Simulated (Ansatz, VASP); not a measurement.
One calculation of BN, two programs

```
CELL_PARAMETERS angstrom
1.30117 0.75123 3.64277
-1.30117 0.75123 3.64277
0.00000 -1.50246 3.64277
ATOMIC_POSITIONS crystal
B 0.99967 0.99967 0.99967
N 0.33276 0.33276 0.33276
```

Change from the starting cell: strain +0.040 along x and y, +0.080 along z, atoms carried along.

Alike in both runs: task single point; functional LDA; k mesh 12 × 12 × 12; occupations gaussian, width 0.05 eV; no spin polarisation.

```csv
,VASP,Ansatz
version,VASP 6.6.1,Ansatz 0.2.0
potentials or method,"VASP PAW LDA potentials, release 64 (B, N), cutoff 600 eV","scalar-relativistic, plane waves, PAW"
valence electrons in the cell,8,8
```

```tsv
	VASP	Ansatz	Ansatz less VASP
gap on the k mesh at the Fermi level (eV)	4.01	4.02	+0.012
least direct gap on the mesh (eV)	4.26	4.27	+0.008
pressure (GPa)	-25.3	-25.5	-0.18
traceless stress, the component that is largest in VASP (GPa)	23.67	24.05	+0.376
rms of the force components (eV/Å)	0.012	0.012	+0.0001
```

LDA's correlation is that of Perdew and Zunger in VASP and of Perdew and Wang (1992) in Ansatz. Atom by atom the forces differ by 0.000 eV/Å (rms over components).
